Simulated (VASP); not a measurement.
# GeBiO4 (P4/mmm) in VASP: a series of runs

GeBiO4 is run at these levels: PBE; tasks: single point, relaxation of cell and atoms.

Everything below comes from runs of VASP 6.6.1. Logs are shortened: lines on timing, memory, paths and dates and some standing lists are left out, and cuts for length are marked.

## 1. The cell of the first run

It takes space group P4/mmm (No. 123, tetragonal). The conventional cell has a = 3.637 Å, b = 3.637 Å, c = 5.304 Å, α = 90.00°, β = 90.00°, γ = 90.00°. Ge (site symmetry 4/mmm) has 8 O at 2.17 Å within 2.9 Å. Within 3.1 Å of Bi (site symmetry 4/mmm) lie 8 O at 2.33 Å. O (site symmetry 2mm) has 2 Ge at 2.17 Å and 2 Bi at 2.33 Å and 6 O at 2.38 to 2.93 Å within 3.0 Å.

The cell was generated, and may not be a known phase.

## 2. Single point, PBE

The input, INCAR:

```
SYSTEM = GeBiO4
ALGO = Normal ; EDIFF = 1E-7
ENCUT = 520 ; GGA = PE
ISIF = 2 ; ISMEAR = 0
LASPH = .True. ; LCHARG = .False.
LREAL = .False. ; LWAVE = .False.
NBANDS = 36 ; NELM = 60
PREC = Accurate ; SIGMA = 0.1
```

The input, KPOINTS:

```
k-points
0
Gamma
  10 10 8
  0 0 0
```

The input, POSCAR:

```
GeBiO4
1.0
    3.6373038908      0.0000000000      0.0000000000
    0.0000000000      3.6373038908      0.0000000000
    0.0000000000      0.0000000000      5.3035782900
Ge Bi O
1 1 4
Direct
    0.5000000000      0.5000000000      0.5000000000
    0.0000000000      0.0000000000      0.0000000000
    0.5000000000      0.0000000000      0.7242056771
    0.0000000000      0.5000000000      0.2757943229
    0.5000000000      0.0000000000      0.2757943229
    0.0000000000      0.5000000000      0.7242056771
```

Potentials or basis: VASP PAW PBE potentials, release 64 (Ge_d, Bi_d, O).

The run is started by

```bash
> cat potpaw_PBE.64/Ge_d/POTCAR potpaw_PBE.64/Bi_d/POTCAR potpaw_PBE.64/O/POTCAR > POTCAR
> mpirun -np 1 vasp_std > vasp.out
```

OUTCAR:

```text
SYSTEM = GeBiO4
   EDIFF = 1E-7
   ENCUT = 520
   GGA = PE
   ISIF = 2
   ISMEAR = 0
   LASPH = .True.
   LREAL = .False.
   NELM = 60
   PREC = Accurate

 ion  position               nearest neighbor table
   1  0.500  0.500  0.500-   3 2.17   4 2.17   5 2.17   6 2.17   3 2.17   5 2.17   4 2.17   6 2.17

   2  0.000  0.000  0.000-   3 2.33   4 2.33   5 2.33   6 2.33   4 2.33   6 2.33   3 2.33   5 2.33

   3  0.500  0.000  0.724-   1 2.17   1 2.17   2 2.33   2 2.33
   4  0.000  0.500  0.276-   1 2.17   1 2.17   2 2.33   2 2.33
   5  0.500  0.000  0.276-   1 2.17   1 2.17   2 2.33   2 2.33
   6  0.000  0.500  0.724-   1 2.17   1 2.17   2 2.33   2 2.33

  LATTYP: Found a simple tetragonal cell.
 ALAT       =     3.6373038908
 C/A-ratio  =     1.4581070071

  Lattice vectors:

 A1 = (   3.6373038908,   0.0000000000,   0.0000000000)
 A2 = (   0.0000000000,   3.6373038908,   0.0000000000)
 A3 = (   0.0000000000,   0.0000000000,   5.3035782900)

Analysis of symmetry for initial positions (statically):
=====================================================================
 Subroutine PRICEL returns:
 Original cell was already a primitive cell.

 Routine SETGRP: Setting up the symmetry group for a
 simple tetragonal supercell.

 Subroutine GETGRP returns: Found 16 space group operations
 (whereof 16 operations were pure point group operations)
 out of a pool of 16 trial point group operations.

The static configuration has the point symmetry D_4h.

Analysis of symmetry for dynamics (positions and initial velocities):
=====================================================================
 Subroutine PRICEL returns:
 Original cell was already a primitive cell.

 Routine SETGRP: Setting up the symmetry group for a
 simple tetragonal supercell.

 Subroutine GETGRP returns: Found 16 space group operations
 (whereof 16 operations were pure point group operations)
 out of a pool of 16 trial point group operations.

The dynamic configuration has the point symmetry D_4h.

 Subroutine INISYM returns: Found 16 space group operations
 (whereof 16 operations are pure point group operations),
 and found     1 'primitive' translations

----------------------------------------------------------------------------------------

                                     Primitive cell

  volume of cell :      70.1662

  direct lattice vectors                    reciprocal lattice vectors
     3.637303891  0.000000000  0.000000000     0.274928912  0.000000000  0.000000000
     0.000000000  3.637303891  0.000000000     0.000000000  0.274928912  0.000000000
     0.000000000  0.000000000  5.303578290     0.000000000  0.000000000  0.188551945

  length of vectors
     3.637303891  3.637303891  5.303578290     0.274928912  0.274928912  0.188551945

  position of ions in fractional coordinates (direct lattice)
     0.500000000  0.500000000  0.500000000
     0.000000000  0.000000000  0.000000000
     0.500000000  0.000000000  0.724205677
     0.000000000  0.500000000  0.275794323
     0.500000000  0.000000000  0.275794323
     0.000000000  0.500000000  0.724205677

  ion indices of the primitive-cell ions
   primitive index   ion index
                 1           1
                 2           2
                 3           3
                 4           4
                 5           5
                 6           6

----------------------------------------------------------------------------------------

 KPOINTS: k-points

Automatic generation of k-mesh.
 Grid dimensions read from file:
 generate k-points for:   10   10    8

 Generating k-lattice:

  Cartesian coordinates                     Fractional coordinates (reciprocal lattice)
     0.027492891  0.000000000  0.000000000     0.100000000  0.000000000  0.000000000
     0.000000000  0.027492891  0.000000000     0.000000000  0.100000000  0.000000000
     0.000000000  0.000000000  0.023568993     0.000000000  0.000000000  0.125000000

  Length of vectors
     0.027492891  0.027492891  0.023568993

  Shift w.r.t. Gamma in fractional coordinates (k-lattice)
     0.000000000  0.000000000  0.000000000

 Subroutine IBZKPT returns following result:
 ===========================================

 Found    105 irreducible k-points:

 Following reciprocal coordinates:
            Coordinates               Weight
  0.000000  0.000000  0.000000      1.000000
  0.100000  0.000000  0.000000      4.000000
  0.200000  0.000000  0.000000      4.000000
  0.300000  0.000000  0.000000      4.000000
  0.400000  0.000000  0.000000      4.000000
  0.500000  0.000000  0.000000      2.000000
[... 16 lines left out ...]
  0.100000  0.000000  0.125000      8.000000
  0.200000  0.000000  0.125000      8.000000
 [... further k-points ...]
   k-points           NKPTS =    105   k-points in BZ     NKDIM =    105   number of bands    NBANDS=     36
   number of dos      NEDOS =    301   number of ions     NIONS =      6
   total plane-waves  NPLWV =  31360
[... 31 lines left out ...]
   EFERMI_NEDOS =   21; number of points for ismear=-14 and -15
   IALGO  =     38    algorithm
   IMIX   =      4    mixing-type and parameters
     AMIX     =   0.40;   BMIX     =  1.00
     AMIX_MAG =   1.60;   BMIX_MAG =  1.00
  volume/ion in A,a.u.               =      11.69        78.92
  Fermi-wavevector in a.u.,A,eV,Ry     =   1.490931  2.817450 30.244034  2.222874
  Thomas-Fermi vector in A             =   2.603650
   LORBIT       =      0    0 simple, 1 ext, 2 COOP (PROOUT), +10 PAW based schemes
   GGA     = PE    functional components
   LHFCALC =     F    Hartree Fock is set to
   AEXX    =    0.0000 exact exchange contribution
   IVDW    =     0    specifies the selected vdW correction
   LEPSILON=     F    determine dielectric tensor
   LRPA    =     F    only Hartree local field effects (RPA)
 non-spin polarized calculation
 Gauss-broadening in eV      SIGMA  =   0.10
  energy-cutoff  :      520.00
  volume of cell :       70.17
 maximum number of plane-waves:      1916
 NGX is ok and might be reduce to    28
   NGX = 13   NGY = 13   NGZ = 19

 number of electron      53.0000018 magnetization

 Free energy of the ion-electron system (eV)
  ---------------------------------------------------
  ext. energy  EPLUGINS =         0.00000000
  ---------------------------------------------------
  free energy    TOTEN  =       -33.05553062 eV

  energy without entropy =      -33.04820909  energy(sigma->0) =      -33.05186985

 E-fermi :   6.7055     XC(G=0): -11.5068

 val. band max:        6.6824235745   @ k =   0.2000   0.2000   0.2500
 cond. band min:       6.7097533299   @ k =   0.0000   0.0000   0.5000
 fundamental gap:      0.0273297554
 Fermi energy:         6.7054565868

 k-point     1 :       0.0000    0.0000    0.0000
  band No.  band energies     occupation
      1     -18.6010      2.00000
      2     -18.5765      2.00000
      3     -18.5730      2.00000
      4     -18.5730      2.00000
      5     -18.5286      2.00000
      6     -16.0349      2.00000
[... 28 lines left out ...]
     35      15.9114      0.00000
     36      17.8965      0.00000

 k-point     2 :       0.1000    0.0000    0.0000
  band No.  band energies     occupation
      1     -18.5981      2.00000
      2     -18.5761      2.00000
      3     -18.5760      2.00000
      4     -18.5729      2.00000
      5     -18.5290      2.00000
      6     -16.0220      2.00000
[... 28 lines left out ...]
     35      15.8484      0.00000
     36      18.2596      0.00000

 k-point     3 :       0.2000    0.0000    0.0000
  band No.  band energies     occupation
      1     -18.5911      2.00000
      2     -18.5841      2.00000
      3     -18.5741      2.00000
      4     -18.5727      2.00000
      5     -18.5301      2.00000
      6     -15.9894      2.00000
[... 28 lines left out ...]
     35      15.6439      0.00000
     36      19.1199      0.00000
[... 742 lines left out ...]
 k-point    23 :       0.1000    0.0000    0.1250
  band No.  band energies     occupation
      1     -18.5980      2.00000
      2     -18.5761      2.00000
      3     -18.5760      2.00000
      4     -18.5729      2.00000
      5     -18.5290      2.00000
      6     -16.0216      2.00000
[... 28 lines left out ...]
     35      15.7142      0.00000
     36      18.5466      0.00000

 k-point    24 :       0.2000    0.0000    0.1250
  band No.  band energies     occupation
      1     -18.5910      2.00000
      2     -18.5842      2.00000
      3     -18.5741      2.00000
      4     -18.5727      2.00000
      5     -18.5301      2.00000
      6     -15.9888      2.00000
[... 28 lines left out ...]
     35      15.7062      0.00000
     36      19.3379      0.00000

 [... further k-points ...]

------------------------ aborting loop because EDIFF is reached ----------------------------------------

  FORCE on cell =-STRESS in cart. coord.  units (eV):
  Direction    XX          YY          ZZ          XY          YZ          ZX
  --------------------------------------------------------------------------------------
  -------------------------------------------------------------------------------------
  Total        0.1249544      0.1249544      0.1442050      0.0000000      0.0000000     -0.0000000
  in kB        2.8532106      2.8532106      3.2927812      0.0000000      0.0000000     -0.0000000
  external PRESSURE =       2.9997341 kB  Pullay stress =       0.0000000 kB

 VOLUME and BASIS-vectors are now :
 -----------------------------------------------------------------------------
  energy-cutoff  :      520.00
  volume of cell :       70.17
      direct lattice vectors                 reciprocal lattice vectors
     3.637303891  0.000000000  0.000000000     0.274928912  0.000000000  0.000000000
     0.000000000  3.637303891  0.000000000     0.000000000  0.274928912  0.000000000
     0.000000000  0.000000000  5.303578290     0.000000000  0.000000000  0.188551945

 POSITION                                       TOTAL-FORCE (eV/Angst)
 -----------------------------------------------------------------------------------
      1.81865      1.81865      2.65179         0.000000      0.000000      0.000000
      0.00000      0.00000      0.00000         0.000000      0.000000      0.000000
      1.81865      0.00000      3.84088         0.000000      0.000000     -0.002663
      0.00000      1.81865      1.46270        -0.000000      0.000000      0.002663
      1.81865      0.00000      1.46270         0.000000      0.000000      0.002663
      0.00000      1.81865      3.84088         0.000000      0.000000     -0.002663
 -----------------------------------------------------------------------------------
    total drift:                                0.000000      0.000000      0.000000

  FREE ENERGIE OF THE ION-ELECTRON SYSTEM (eV)
  ---------------------------------------------------
  free  energy   TOTEN  =       -33.0555306166 eV

  energy  without entropy=      -33.0482090882  energy(sigma->0) =      -33.05186985
```

It took 2.2 min on 1 thread of AMD EPYC 9R45 (Zen 5), shared host; peak memory 0.31 GiB.

What came out:

```
Free energy            : -33.0555 eV
Pressure               : 0.3 GPa
Band gap on the k mesh : zero (an odd number of electrons rules out a gap without spin polarisation)
```

Forces on the atoms (eV/Å):
```
Ge   0.000  0.000  0.000
Bi   0.000  0.000  0.000
O    0.000  0.000 -0.003
O    0.000  0.000  0.003
O    0.000  0.000  0.003
O    0.000  0.000 -0.003
```

Caveat: spin-orbit coupling is left out, which moves the levels of the heavy elements; an odd number of electrons without spin polarisation forces a metal; a magnetic or distorted state may lie lower.

## 3. Relaxation of cell and atoms, PBE

This run uses another cell than the first one, of 11.95 Å³/atom.

The input, INCAR:

```
ALGO = Normal
EDIFF = 1E-7
EDIFFG = -0.04
ENCUT = 600
GGA = PE
IBRION = 2
ISIF = 3
ISMEAR = 0
LASPH = True
LCHARG = False
LREAL = False
LWAVE = False
NELM = 100
NSW = 90
PREC = Accurate
SIGMA = 0.1
```

The input, KPOINTS:

```
k-points
0
Gamma
  6 6 4
```

The input, POSCAR:

```
GeBiO4
1.0
    3.6721249800      0.0000000000      0.0000000000
    0.0000000000      3.6721249800      0.0000000000
    0.0000000000      0.0000000000      5.3160721600
Ge Bi O
1 1 4
Direct
    0.5000000000      0.5000000000      0.5000000000
    0.0000000000      0.0000000000      0.0000000000
    0.5000000000      0.0000000000      0.7312811000
    0.0000000000      0.5000000000      0.2687189000
    0.5000000000      0.0000000000      0.2687189000
    0.0000000000      0.5000000000      0.7312811000
```

Potentials or basis: VASP PAW PBE potentials, release 64 (Ge_d, Bi_d, O).

The run is started by

```bash
> cat potpaw_PBE.64/Ge_d/POTCAR potpaw_PBE.64/Bi_d/POTCAR potpaw_PBE.64/O/POTCAR > POTCAR
> mpirun -np 1 vasp_std > vasp.out
```

It took 2.4 min on 1 thread of AMD EPYC 9R45 (Zen 5), shared host; peak memory 0.22 GiB.

Results (log left out):

| Property | Result |
| --- | --- |
| Free energy | -33.0711 eV |
| Relaxed volume | 11.72 Å³/atom |
| Relaxed cell | a = 3.644 Å, b = 3.644 Å, c = 5.297 Å, α = 90.00°, β = 90.00°, γ = 90.00° |
| Space group after relaxing (to 0.1 Å) | P4/mmm (No. 123) |
| Energy gained by relaxing | 7.7 meV/atom |
| Ionic steps | 4 |
| Pressure after relaxing | -0.2 GPa |
| Largest force after relaxing | 0.032 eV/Å |
| Band gap on the k mesh | zero (an odd number of electrons rules out a gap without spin polarisation) |

Forces in eV/Å, atoms in the order of the input:
```
Ge   0.000  0.000  0.000
Bi   0.000  0.000  0.000
O    0.000  0.000  0.032
O    0.000  0.000 -0.032
O    0.000  0.000 -0.032
O    0.000  0.000  0.032
```

Stress tensor (GPa, compression positive):
```
-0.39  0.00  0.00
 0.00 -0.39  0.00
 0.00  0.00  0.14
```

The path:
| step | energy change (eV) | largest force (eV/Å) | pressure (GPa) | volume (Å³) |
| --- | --- | --- | --- | --- |
| 1 | 0.0000 | 0.5033 | -2.39 | 71.68 |
| 2 | -0.0388 | 0.1440 | 1.17 | 69.85 |
| 3 | -0.0389 | 0.1509 | 1.11 | 69.88 |
| 4 | -0.0460 | 0.0324 | -0.21 | 70.33 |

Final structure:
```
Ge Bi O
1.0
     3.64374    0.00000    0.00000
     0.00000    3.64374    0.00000
     0.00000    0.00000    5.29742
Ge Bi O
1 1 4
Direct
  0.50000 0.50000 0.50000
  0.00000 0.00000 0.00000
  0.50000 0.00000 0.72450
  0.00000 0.50000 0.27550
  0.50000 0.00000 0.27550
  0.00000 0.50000 0.72450
```

Levels at points of the mesh, in eV from the Fermi level:
```csv
k point,band 23,band 24,band 25,band 26,band 27,band 28,band 29,band 30,band 31
"(0.00, 0.00, 0.00)",-2.01,-2.01,-0.86,-0.86,-0.81,0.13,4.55,4.64,4.64
"(0.50, 0.00, 0.00)",-2.67,-2.11,-1.34,-1.12,0.08,2.01,4.38,6.49,7.39
"(0.50, 0.50, 0.00)",-1.00,-1.00,-0.71,-0.68,-0.60,1.24,4.19,4.19,7.66
"(0.00, 0.00, 0.50)",-1.39,-1.39,-1.30,-1.30,-0.29,0.01,3.76,4.28,6.15
"(0.50, 0.00, 0.50)",-3.40,-2.82,-2.69,-2.26,1.01,2.31,5.16,6.88,7.25
"(0.50, 0.50, 0.50)",-1.03,-0.87,-0.76,-0.43,-0.21,1.99,6.08,6.08,7.32
```

Caveat: spin-orbit coupling is left out, which moves the levels of the heavy elements; an odd number of electrons without spin polarisation forces a metal; a magnetic or distorted state may lie lower.

## 4. Relaxation of cell and atoms, PBE

The input, INCAR:

```
ALGO     = Normal         # electronic algorithm
EDIFF    = 1E-7           # SCF threshold, eV
EDIFFG   = -0.01          # ionic threshold
ENCUT    = 600            # plane-wave cutoff, eV
GGA      = PE             # functional
IBRION   = 2              # ionic algorithm
ISIF     = 3              # what is computed and relaxed
ISMEAR   = 0              # smearing method
LASPH    = T              # aspherical terms in the spheres
LCHARG   = F              # write CHGCAR
LREAL    = F              # projectors in reciprocal space
LWAVE    = F              # write WAVECAR
NELM     = 80             # most SCF steps
NSW      = 100            # ionic steps
PREC     = Accurate       # precision mode
SIGMA    = 0.1            # smearing width, eV
```

The input, KPOINTS:

```
k-points
0
Gamma
  10 10 8
```

The input, POSCAR:

```
GeBiO4
1.0
    3.6408405924      0.0000000000      0.0000000000
    0.0000000000      3.6408405924      0.0000000000
    0.0000000000      0.0000000000      5.2944955896
Ge Bi O
1 1 4
Direct
    0.5000000000      0.5000000000      0.5000000000
    0.0000000000      0.0000000000      0.0000000000
    0.5000000000      0.0000000000      0.7248868356
    0.0000000000      0.5000000000      0.2751131644
    0.5000000000      0.0000000000      0.2751131644
    0.0000000000      0.5000000000      0.7248868356
```

The run is started by

```bash
> cat potpaw_PBE.64/Ge_d/POTCAR potpaw_PBE.64/Bi_d/POTCAR potpaw_PBE.64/O/POTCAR > POTCAR
> mpirun -np 1 vasp_std > vasp.out
```

Run time: 6.7 min. Hardware: 1 thread of AMD EPYC 9R45 (Zen 5), shared host; peak memory 0.36 GiB.

The run converged. Its results:

```
Free energy                           : -33.0640 eV
Relaxed volume                        : 11.70 Å³/atom
Relaxed cell                          : a = 3.638 Å, b = 3.638 Å, c = 5.306 Å, α = 90.00°, β = 90.00°, γ = 90.00°
Space group after relaxing (to 0.1 Å) : P4/mmm (No. 123)
Energy gained by relaxing             : 0.1 meV/atom
Ionic steps                           : 4
Pressure after relaxing               : 0.0 GPa
Band gap on the k mesh                : zero (an odd number of electrons rules out a gap without spin polarisation)
```

The path:
| step | energy change (eV) | largest force (eV/Å) | pressure (GPa) | volume (Å³) |
| --- | --- | --- | --- | --- |
| 1 | 0.0000 | 0.0452 | 0.19 | 70.18 |
| 2 | -0.0005 | 0.0205 | -0.20 | 70.33 |
| 3 | -0.0005 | 0.0211 | -0.18 | 70.32 |
| 4 | -0.0006 | 0.0016 | 0.02 | 70.22 |

Final structure:
```yaml
crystal:
  lattice:
    - [3.63794, 0.00000, 0.00000]
    - [0.00000, 3.63794, 0.00000]
    - [0.00000, 0.00000, 5.30565]
  atoms:
    - { symbol: Ge, position: [0.50000, 0.50000, 0.50000] }
    - { symbol: Bi, position: [0.00000, 0.00000, 0.00000] }
    - { symbol: O, position: [0.50000, 0.00000, 0.72420] }
    - { symbol: O, position: [0.00000, 0.50000, 0.27580] }
    - { symbol: O, position: [0.50000, 0.00000, 0.27580] }
    - { symbol: O, position: [0.00000, 0.50000, 0.72420] }
```

Levels at points of the mesh, in eV from the Fermi level:
```csv
k point,band 23,band 24,band 25,band 26,band 27,band 28,band 29,band 30,band 31
"(0.00, 0.00, 0.00)",-2.01,-2.01,-0.86,-0.86,-0.85,0.14,4.56,4.62,4.62
"(0.50, 0.00, 0.00)",-2.69,-2.13,-1.38,-1.15,0.06,2.01,4.32,6.48,7.40
"(0.50, 0.50, 0.00)",-1.04,-1.04,-0.71,-0.69,-0.60,1.23,4.16,4.16,7.64
"(0.00, 0.00, 0.50)",-1.40,-1.40,-1.30,-1.30,-0.29,0.00,3.77,4.29,6.12
"(0.50, 0.00, 0.50)",-3.43,-2.83,-2.70,-2.28,1.00,2.32,5.11,6.87,7.27
"(0.50, 0.50, 0.50)",-1.03,-0.87,-0.77,-0.43,-0.25,1.98,6.05,6.05,7.27
```

Caveat: spin-orbit coupling is left out, which moves the levels of the heavy elements; an odd number of electrons without spin polarisation forces a metal; a magnetic or distorted state may lie lower.

## 5. Overview

| task | cell | k mesh | cutoff (eV) | gap on the mesh (eV) | pressure (GPa) | relaxed volume (Å³/atom) |
| --- | --- | --- | --- | --- | --- | --- |
| single point | a = 3.637, b = 3.637, c = 5.304 Å, 6 atoms, atomic positions A | 10 × 10 × 8 | 520 | none | 0.3 | - |
| relaxation of cell and atoms | relaxed from a = 3.672, b = 3.672, c = 5.316 Å, 6 atoms, atomic positions B | 6 × 6 × 4 | 600 | none | -0.2 | 11.72 |
| relaxation of cell and atoms | relaxed from a = 3.641, b = 3.641, c = 5.294 Å, 6 atoms, atomic positions C | 10 × 10 × 8 | 600 | none | 0.0 | 11.70 |

Alike in all rows: level PBE; potentials or basis VASP PAW PBE potentials, release 64 (Ge_d, Bi_d, O); no spin polarisation; smearing gaussian 0.1 eV.

Caveats: spin-orbit coupling is left out, which moves the levels of the heavy elements; an odd number of electrons without spin polarisation forces a metal; a magnetic or distorted state may lie lower.

Absolute energies hang on the potentials; compare differences alone.

The gap in the log of VASP goes by the Fermi energy; the results here count the filled bands.